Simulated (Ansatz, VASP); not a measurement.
Two plane-wave programs on Ca3H2Pt

```
CELL_PARAMETERS angstrom
3.41115 0.00000 0.00000
0.00000 3.41115 0.00000
0.00000 0.00000 10.68090
ATOMIC_POSITIONS crystal
Ca 0.50000 0.50000 0.15721
Ca 0.50000 0.50000 0.50000
Ca 0.50000 0.50000 0.84279
H 0.00000 0.00000 0.38984
H 0.00000 0.00000 0.61016
Pt 0.00000 0.00000 0.00000
```

Change from the starting cell: species swapped into the Al3Ni2Pt type (P4/mmm, No. 123).

Alike in both runs: task relaxation of cell and atoms; functional PBE; k mesh 12 × 12 × 4; occupations gaussian, width 0.1 eV; no spin polarisation.

|  | VASP | Ansatz |
| --- | --- | --- |
| version | VASP 6.6.1 | Ansatz 0.2.0 |
| potentials or method | VASP PAW PBE potentials, release 64 (Ca_sv, H, Pt), cutoff 600 eV | scalar-relativistic, plane waves, PAW |
| valence electrons in the cell | 42 | 50 |

Ansatz gave:

* gap on the k mesh at the Fermi level, each at its own relaxed structure (eV): none
* relaxed volume (Å³/atom): 20.61
* relaxed length of the cell vector where the two differ most in proportion (Å): 10.747

What did VASP give for the same quantities?

gap on the k mesh at the Fermi level, each at its own relaxed structure (eV): none; relaxed volume (Å³/atom): 20.66; relaxed length of the cell vector where the two differ most in proportion (Å): 10.756.

A gap of «none» marks a metal or a gap that the smearing closes. VASP's potentials hold 42 valence electrons a cell and Ansatz's 50, so a difference there can come from the potentials and not from the codes.

Spin-orbit coupling is off throughout.
